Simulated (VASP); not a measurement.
Wanted: the native input for a VASP 6.6.1 run.

```
Task                   : relaxation of cell and atoms
Functional             : PBE
Potentials or basis    : VASP PAW PBE potentials, release 64 (Li_sv, H)
Cutoff                 : 600 eV
k mesh                 : 6 × 6 × 6
Occupations            : gaussian, width 0.1 eV
Spin                   : no spin polarisation
Dipole correction      : no
Further INCAR settings : ALGO = Normal; EDIFF = 1e-06; IBRION = 2; EDIFFG = -0.04; NSW = 90; ISIF = 3
```

The structure of LiH3 lies in POSCAR:

```
LiH3
1.0
   -1.9779544100      1.9779544100      1.9779544100
    1.9779544100     -1.9779544100      1.9779544100
    1.9779544100      1.9779544100     -1.9779544100
Li H
1 3
Direct
    0.0000000000      0.0000000000      0.0000000000
    0.0000000000      0.5000000000      0.5000000000
    0.5000000000      0.0000000000      0.5000000000
    0.5000000000      0.5000000000      0.0000000000
```

These files were run (other wordings do the same):

INCAR

```
PREC = Accurate ; ENCUT = 600
EDIFF = 1E-6 ; ISMEAR = 0
SIGMA = 0.1 ; LREAL = False
LASPH = True ; NELM = 80
ALGO = Normal ; ISIF = 3
LWAVE = False ; LCHARG = False
GGA = PE ; IBRION = 2
NSW = 90 ; EDIFFG = -0.04
```

KPOINTS

```
Automatic mesh
0
Gamma
  6 6 6
```

Potentials or basis: VASP PAW PBE potentials, release 64 (Li_sv, H).

Command:

```console
$ cat potpaw_PBE.64/Li_sv/POTCAR potpaw_PBE.64/H/POTCAR > POTCAR
$ mpirun -np 1 vasp_std > vasp.out
```

It gave:

| Item | Value |
| --- | --- |
| Relaxed volume | 5.64 Å³/atom |
| Relaxed cell | a = 3.083 Å, b = 3.083 Å, c = 3.083 Å, α = 109.47°, β = 109.47°, γ = 109.47° |
| Space group after relaxing (to 0.05 Å) | Im-3m (No. 229) |
| Energy gained by relaxing | 81.9 meV/atom |
| Ionic steps | 5 |
| Pressure after relaxing | -1.0 GPa |
| Band gap on the k mesh | zero (band 3 reaches 5.44 eV, above the bottom of band 4 at -0.27 eV) |

Caveat: the k points lie up to 0.42 Å⁻¹ apart in the final cell; the cutoff is under 1.25 times the usual one of these potentials, so pressure, stress and relaxed cells hold a basis-set (Pulay) error; the volume moved by over 15 % at a fixed basis, so the end points are rough.

Wall time 12 s on 1 thread of Intel(R) Xeon(R) 6975P-C (Granite Rapids) (shared host), peak memory 0.14 GiB.
